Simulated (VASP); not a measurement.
# TiAl (P-6m2) in VASP: further runs

The runs below take TiAl through single point, with r2SCAN.

All numbers are computed with VASP 6.6.1; they aren't measurements. Logs are shortened: lines on timing, memory, paths and dates and some standing lists are left out, and cuts for length are marked.

## 1. The cell of the first run

The structure is hexagonal, space group P-6m2 (No. 187). Conventional cell: a = 2.582 Å, b = 2.582 Å, c = 4.634 Å, α = 90.00°, β = 90.00°, γ = 120.00°. Within 3.4 Å of Ti (site symmetry -6m2) lie 6 Ti at 2.58 Å and 6 Al at 2.75 Å. Al (site symmetry -6m2) has 6 Al at 2.58 Å and 6 Ti at 2.75 Å within 3.4 Å.

## 2. Single point, r2SCAN (strain -0.1000 x Voigt [1, 1, 0, 0, 0, 0])

The input, POSCAR:

```
TiAl
1.0
    2.5817373488      0.0000000000      0.0000000000
   -1.2908686744      2.2358501300      0.0000000000
    0.0000000000      0.0000000000      4.6338675649
Ti Al
1 1
Direct
    0.0000000000      0.0000000000      0.0000000000
    0.3333333333      0.6666666667      0.5000000000
```

The input, INCAR.step1:

```
PREC = Accurate ; ENCUT = 520
ISMEAR = 0 ; SIGMA = 0.15
LREAL = False ; LASPH = True
NELM = 80 ; NBANDS = 14
GGA = PE ; ALGO = Normal
EDIFF = 1E-4 ; LWAVE = True
LCHARG = False
```

The input, INCAR.step2:

```
PREC = Accurate ; ENCUT = 520
EDIFF = 1E-6 ; ISMEAR = 0
SIGMA = 0.15 ; LREAL = False
LASPH = True ; NELM = 80
ALGO = Normal ; ISIF = 2
LWAVE = False ; LCHARG = False
METAGGA = R2SCAN ; LMIXTAU = True
NBANDS = 14 ; ISTART = 1
```

The input, KPOINTS:

```
regular mesh
0
Gamma
  24 24 14
```

Potentials or basis: VASP PAW PBE potentials, release 64 (Ti_sv, Al).

Started as:

```sh
$ cat potpaw_PBE.64/Ti_sv/POTCAR potpaw_PBE.64/Al/POTCAR > POTCAR
$ cp INCAR.step1 INCAR
$ mpirun -np 1 vasp_std > vasp.out
$ cp INCAR.step2 INCAR
$ mpirun -np 1 vasp_std > vasp.out
```

OUTCAR:

```text
PREC = Accurate
   ENCUT = 520
   EDIFF = 1E-6
   ISMEAR = 0
   LREAL = False
   LASPH = True
   NELM = 80
   ISIF = 2
   METAGGA = R2SCAN
   ISTART = 1

 ion  position               nearest neighbor table
   1  0.000  0.000  0.000-   2 2.75   2 2.75   2 2.75   2 2.75   2 2.75   2 2.75
   2  0.333  0.667  0.500-   1 2.75   1 2.75   1 2.75   1 2.75   1 2.75   1 2.75

  LATTYP: Found a hexagonal cell.
 ALAT       =     2.5817373488
 C/A-ratio  =     1.7948640543

  Lattice vectors:

 A1 = (   2.5817373488,   0.0000000000,   0.0000000000)
 A2 = (  -1.2908686744,   2.2358501300,   0.0000000000)
 A3 = (   0.0000000000,   0.0000000000,   4.6338675649)

Analysis of symmetry for initial positions (statically):
=====================================================================
 Subroutine PRICEL returns:
 Original cell was already a primitive cell.

 Routine SETGRP: Setting up the symmetry group for a
 hexagonal supercell.

 Subroutine GETGRP returns: Found 12 space group operations
 (whereof 12 operations were pure point group operations)
 out of a pool of 24 trial point group operations.

The static configuration has the point symmetry D_3h.

Analysis of symmetry for dynamics (positions and initial velocities):
=====================================================================
 Subroutine PRICEL returns:
 Original cell was already a primitive cell.

 Routine SETGRP: Setting up the symmetry group for a
 hexagonal supercell.

 Subroutine GETGRP returns: Found 12 space group operations
 (whereof 12 operations were pure point group operations)
 out of a pool of 24 trial point group operations.

The dynamic configuration has the point symmetry D_3h.

 Subroutine INISYM returns: Found 12 space group operations
 (whereof 12 operations are pure point group operations),
 and found     1 'primitive' translations

----------------------------------------------------------------------------------------

                                     Primitive cell

  volume of cell :      26.7484

  direct lattice vectors                    reciprocal lattice vectors
     2.581737349  0.000000000  0.000000000     0.387336071  0.223628585  0.000000000
    -1.290868674  2.235850130  0.000000000     0.000000000  0.447257169  0.000000000
     0.000000000  0.000000000  4.633867565     0.000000000  0.000000000  0.215802456

  length of vectors
     2.581737349  2.581737349  4.633867565     0.447257169  0.447257169  0.215802456

  position of ions in fractional coordinates (direct lattice)
     0.000000000  0.000000000  0.000000000
     0.333333333  0.666666667  0.500000000

  ion indices of the primitive-cell ions
   primitive index   ion index
                 1           1
                 2           2

----------------------------------------------------------------------------------------

 KPOINTS: regular mesh

Automatic generation of k-mesh.
 Grid dimensions read from file:
 generate k-points for:   24   24   14

 Generating k-lattice:

  Cartesian coordinates                     Fractional coordinates (reciprocal lattice)
     0.016139003  0.009317858  0.000000000     0.041666667  0.000000000  0.000000000
     0.000000000  0.018635715  0.000000000     0.000000000  0.041666667  0.000000000
     0.000000000  0.000000000  0.015414461     0.000000000  0.000000000  0.071428571

  Length of vectors
     0.018635715  0.018635715  0.015414461

  Shift w.r.t. Gamma in fractional coordinates (k-lattice)
     0.000000000  0.000000000  0.000000000

 Subroutine IBZKPT returns following result:
 ===========================================

 Found    488 irreducible k-points:

 Following reciprocal coordinates:
            Coordinates               Weight
  0.000000  0.000000  0.000000      1.000000
  0.041667  0.000000  0.000000      6.000000
  0.083333 -0.000000  0.000000      6.000000
  0.125000  0.000000  0.000000      6.000000
  0.166667 -0.000000  0.000000      6.000000
  0.208333 -0.000000  0.000000      6.000000
[... 16 lines left out ...]
  0.416667  0.041667  0.000000     12.000000
  0.458333  0.041667  0.000000     12.000000
 [... further k-points ...]
   k-points           NKPTS =    488   k-points in BZ     NKDIM =    488   number of bands    NBANDS=     14
   number of dos      NEDOS =    301   number of ions     NIONS =      2
   total plane-waves  NPLWV =  14400
   dimension x,y,z NGX =    20 NGY =   20 NGZ =   36
   dimension x,y,z NGXF=    40 NGYF=   40 NGZF=   72
   ions per type =               1   1
   NGX,Y,Z   is equivalent  to a cutoff of  12.88, 12.88, 12.92 a.u.
   NGXF,Y,Z  is equivalent  to a cutoff of  25.76, 25.76, 25.83 a.u.
 SYSTEM =  unknown system
   PREC   = accura    normal or accurate (medium, high low for compatibility)
   ISTART =      1    job   : 0-new  1-cont  2-samecut
   ICHARG =      0    charge: 1-file 2-atom 10-const
   ISPIN  =      1    spin polarized calculation?
   LNONCOLLINEAR =      F non collinear calculations
   LSORBIT =      F    spin-orbit coupling
   LASPH  =      T    aspherical Exc in radial PAW
   ENCUT  =  520.0 eV  38.22 Ry    6.18 a.u.   4.80  4.80  8.62*2*pi/ulx,y,z
   NELM   =     80;   NELMIN=  2; NELMDL=  0     # of ELM steps
   EDIFF  = 0.1E-05   stopping-criterion for ELM
   LREAL  =      F    real-space projection
   EDIFFG = 0.1E-04   stopping-criterion for IOM
   NSW    =      0    number of steps for IOM
   IBRION =     -1    ionic relax: 0-MD 1-quasi-New 2-CG
   NFREE  =      0    steps in history (QN), initial steepest desc. (CG)
   ISIF   =      2    stress and relaxation
   ISYM   =      2    0-nonsym 1-usesym 2-fastsym
   POTIM  = 0.5000    time-step for ionic-motion
   TEBEG  =    0.0;   TEEND  =   0.0 temperature during run
   PSTRESS=    0.0 pullay stress
   NELECT =      15.0000    total number of electrons
   NUPDOWN=      -1.0000    fix difference up-down
   EMIN   =  10.00;   EMAX   =-10.00  energy-range for DOS
   EFERMI =   0.00;   METHOD = LEGACY
   ISMEAR =     0;   SIGMA  =   0.15  broadening in eV -4-tet -1-fermi 0-gaus
   EFERMI_NEDOS =   21; number of points for ismear=-14 and -15
   IALGO  =     38    algorithm
   IMIX   =      4    mixing-type and parameters
     AMIX     =   0.40;   BMIX     =  1.00
     AMIX_MAG =   1.60;   BMIX_MAG =  1.00
  volume/ion in A,a.u.               =      13.37        90.25
  Fermi-wavevector in a.u.,A,eV,Ry     =   1.350017  2.551162 24.797230  1.822545
  Thomas-Fermi vector in A             =   2.477556
   LORBIT       =      0    0 simple, 1 ext, 2 COOP (PROOUT), +10 PAW based schemes
   METAGGA = R2SCAN    functional components
   LHFCALC =     F    Hartree Fock is set to
   AEXX    =    0.0000 exact exchange contribution
   IVDW    =     0    specifies the selected vdW correction
   LEPSILON=     F    determine dielectric tensor
   LRPA    =     F    only Hartree local field effects (RPA)
 non-spin polarized calculation
 Gauss-broadening in eV      SIGMA  =   0.15
  energy-cutoff  :      520.00
  volume of cell :       26.75
 maximum number of plane-waves:       736
 NGX is ok and might be reduce to    20
   NGX =  9   NGY =  9   NGZ = 17

 number of electron      14.9999999 magnetization

 Free energy of the ion-electron system (eV)
  ---------------------------------------------------
  ext. energy  EPLUGINS =         0.00000000
  ---------------------------------------------------
  free energy    TOTEN  =       -19.55605708 eV

  energy without entropy =      -19.53719007  energy(sigma->0) =      -19.54662357

 E-fermi :  10.5260     XC(G=0): -12.7586

 val. band max:       10.5241680761   @ k =   0.2500   0.1667   0.5000
 cond. band min:      10.5262210860   @ k =   0.2083   0.1250   0.0714
 fundamental gap:      0.0020530099
 Fermi energy:        10.5259815648

 k-point     1 :       0.0000    0.0000    0.0000
  band No.  band energies     occupation
      1     -48.0317      2.00000
      2     -23.3336      2.00000
      3     -22.3972      2.00000
      4     -22.3972      2.00000
      5      -0.4661      2.00000
      6       7.3061      2.00000
      7       7.4115      2.00000
      8      12.1203      0.00000
      9      12.1203      0.00000
     10      14.3206      0.00000
     11      14.6149      0.00000
     12      14.6149      0.00000
     13      26.5641      0.00000
     14      26.5641      0.00000

 k-point     2 :       0.0417    0.0000    0.0000
  band No.  band energies     occupation
      1     -48.0263      2.00000
      2     -23.3289      2.00000
      3     -22.4250      2.00000
      4     -22.4031      2.00000
      5      -0.4101      2.00000
      6       7.3200      2.00000
      7       7.4827      2.00000
      8      12.0530      0.00000
      9      12.1750      0.00000
     10      14.3445      0.00000
     11      14.5955      0.00000
     12      14.5958      0.00000
     13      25.7205      0.00000
     14      26.2976      0.00000

 k-point     3 :       0.0833   -0.0000    0.0000
  band No.  band energies     occupation
      1     -48.0103      2.00000
      2     -23.3150      2.00000
      3     -22.5060      2.00000
      4     -22.4203      2.00000
      5      -0.2426      2.00000
      6       7.3605      2.00000
      7       7.6902      2.00000
      8      11.8645      0.00000
      9      12.3372      0.00000
     10      14.4142      0.00000
     11      14.5401      0.00000
     12      14.5416      0.00000
     13      24.0916      0.00000
     14      25.7116      0.00000
[... 324 lines left out ...]
 k-point    23 :       0.4167    0.0417    0.0000
  band No.  band energies     occupation
      1     -47.7143      2.00000
      2     -23.8686      2.00000
      3     -23.0602      2.00000
      4     -22.7390      2.00000
      5       5.1030      2.00000
      6       8.0585      2.00000
      7       8.2270      2.00000
      8       9.2199      2.00000
      9      13.4020      0.00000
     10      14.8695      0.00000
     11      15.2565      0.00000
     12      15.8643      0.00000
     13      17.1152      0.00000
     14      20.4959      0.00000

 k-point    24 :       0.4583    0.0417    0.0000
  band No.  band energies     occupation
      1     -47.7029      2.00000
      2     -23.9168      2.00000
      3     -23.0505      2.00000
      4     -22.7505      2.00000
      5       5.8469      2.00000
      6       7.7889      2.00000
      7       8.0819      2.00000
      8       8.7853      2.00000
      9      13.3603      0.00000
     10      14.9601      0.00000
     11      15.4580      0.00000
     12      15.9439      0.00000
     13      17.4012      0.00000
     14      20.1804      0.00000

 [... further k-points ...]

------------------------ aborting loop because EDIFF is reached ----------------------------------------

  FORCE on cell =-STRESS in cart. coord.  units (eV):
  Direction    XX          YY          ZZ          XY          YZ          ZX
  --------------------------------------------------------------------------------------
  -------------------------------------------------------------------------------------
  Total        7.0611740      7.0611740      2.7434476      0.0000000     -0.0000000      0.0000000
  in kB      422.9501005    422.9501005    164.3269842      0.0000000     -0.0000000      0.0000000
  external PRESSURE =     336.7423951 kB  Pullay stress =       0.0000000 kB

 VOLUME and BASIS-vectors are now :
 -----------------------------------------------------------------------------
  energy-cutoff  :      520.00
  volume of cell :       26.75
      direct lattice vectors                 reciprocal lattice vectors
     2.581737349  0.000000000  0.000000000     0.387336071  0.223628585  0.000000000
    -1.290868674  2.235850130  0.000000000     0.000000000  0.447257169  0.000000000
     0.000000000  0.000000000  4.633867565     0.000000000  0.000000000  0.215802456

 POSITION                                       TOTAL-FORCE (eV/Angst)
 -----------------------------------------------------------------------------------
      0.00000      0.00000      0.00000         0.000000      0.000000      0.000000
     -0.00000      1.49057      2.31693        -0.000000      0.000000      0.000000
 -----------------------------------------------------------------------------------
    total drift:                               -0.000005      0.000003      0.000000

  FREE ENERGIE OF THE ION-ELECTRON SYSTEM (eV)
  ---------------------------------------------------
  free  energy   TOTEN  =       -19.5560570757 eV

  energy  without entropy=      -19.5371900704  energy(sigma->0) =      -19.54662357
```

Run time: 9.5 min. Hardware: 1 thread of Intel Xeon 6975P-C (Granite Rapids), shared host; peak memory 0.3 GiB.

Results:

```
Free energy            : -19.5561 eV
Pressure               : 33.7 GPa
Band gap on the k mesh : zero (an odd number of electrons rules out a gap without spin polarisation)
```

Levels at points of the mesh, in eV from the Fermi level:
| k point | band 4 | band 5 | band 6 | band 7 | band 8 | band 9 | band 10 | band 11 |
| --- | --- | --- | --- | --- | --- | --- | --- | --- |
| (0.00, 0.00, 0.00) | -32.92 | -10.99 | -3.22 | -3.11 | 1.59 | 1.59 | 3.79 | 4.09 |
| (0.50, 0.00, 0.00) | -33.26 | -4.58 | -2.88 | -2.47 | -1.83 | 3.06 | 4.23 | 5.04 |
| (0.00, 0.00, 0.50) | -32.92 | -10.10 | -6.44 | -1.44 | 1.60 | 1.60 | 4.04 | 4.04 |
| (0.50, 0.00, 0.50) | -33.26 | -4.59 | -3.00 | -2.68 | 0.84 | 1.09 | 2.93 | 3.03 |

Caveat: the cell differs from its parent crystal (strain -0.1000 x Voigt [1, 1, 0, 0, 0, 0]); the cell stands under pressure; the PAW data sets were made with another functional, which shifts forces and pressure a little.

(Continued in part 2 of 2.)
